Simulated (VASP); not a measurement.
A run of VASP 6.6.1:

Contents of INCAR:

```
ALGO = Normal
EDIFF = 1E-6
ENCUT = 600
GGA = PE
GGA_COMPAT = False
ISIF = 2
ISMEAR = 0
LASPH = True
LCHARG = False
LREAL = False
LWAVE = False
NBANDS = 21
NELM = 120
PREC = Accurate
SIGMA = 0.1
```

The input KPOINTS:

```
k-points
0
Gamma
  18 18 4
```

File POSCAR:

```
C
1.0
    1.2332812330     -2.1360481407      0.0000000000
    1.2332812330      2.1360481407      0.0000000000
    0.0000000000      0.0000000000     12.9376217586
C
6
Direct
    0.1666666662      0.8333333338      0.6699227413
    0.8333333338      0.1666666662      0.6699227413
    0.8333333338      0.1666666662      0.3300772587
    0.1666666662      0.8333333338      0.3300772587
    0.3333342850      0.6666657150      0.0000000000
    0.6666657150      0.3333342850      0.0000000000
```

Potentials or basis: VASP PAW PBE potentials, release 64 (C).

Launch:

```bash
$ cat potpaw_PBE.64/C/POTCAR > POTCAR
$ mpirun -np 1 vasp_std > vasp.out
```

Hardware: 1 thread of Intel(R) Xeon(R) Platinum 8259CL CPU @ 2.50GHz (Skylake/Cascade Lake) (shared host).

How long does it take, and how much memory?

Run time: 5 min on 1 thread of Intel(R) Xeon(R) Platinum 8259CL CPU @ 2.50GHz (Skylake/Cascade Lake), with other jobs on the host, peak memory 0.43 GiB. Counts: scf iterations 13, k points 273.
